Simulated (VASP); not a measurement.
Here is a VASP 6.6.1 calculation.

INCAR

```
PREC = Accurate ; ENCUT = 1340
EDIFF = 1E-6 ; ISMEAR = -1
SIGMA = 0.05 ; LREAL = False
LASPH = True ; NELM = 120
ALGO = Normal ; ISIF = 2
LWAVE = False ; LCHARG = False
GGA = PS ; NBANDS = 28
GGA_COMPAT = False
```

File KPOINTS:

```
regular mesh
0
Gamma
  6 6 6
```

Contents of POSCAR:

```
BaTiO3
1.0
    2.8273666084      1.6323808724      2.3183934932
   -2.8273666084      1.6323808724      2.3183934932
    0.0000000000     -3.2647617449      2.3183934932
Ba Ti O
1 1 3
Direct
    0.0000000000      0.0000000000      0.0000000000
    0.4845000000      0.4845000000      0.4845000000
    0.5086000000      0.0175000000      0.5086000000
    0.0175000000      0.5086000000      0.5086000000
    0.5086000000      0.5086000000      0.0175000000
```

Potentials or basis: VASP PAW PBE potentials, release 64 (Ba_sv, Ti_sv, O_h).

Run with:

```console
$ cat potpaw_PBE.64/Ba_sv/POTCAR potpaw_PBE.64/Ti_sv/POTCAR potpaw_PBE.64/O_h/POTCAR > POTCAR
$ mpirun -np 1 vasp_std > vasp.out
```

**Question.** What does it give for the largest force?

**Answer.** 0.123 eV/Å.

**Question.** Predict the pressure.

**Answer.** 0.4 GPa.

**Question.** What does it give for the band gap on the k mesh?

**Answer.** 2.34 eV (least direct gap 2.74 eV).

Forces in eV/Å, atoms in the order of the input:
```
Ba   0.000  0.000 -0.123
Ti   0.000  0.000  0.104
O    0.069 -0.040  0.006
O   -0.069 -0.040  0.006
O    0.000  0.079  0.006
```

Caveat: the PAW data sets were made with another functional, which shifts forces and pressure a little; spin-orbit coupling is left out, which moves the levels of the heavy elements. A k mesh can miss the band edges.
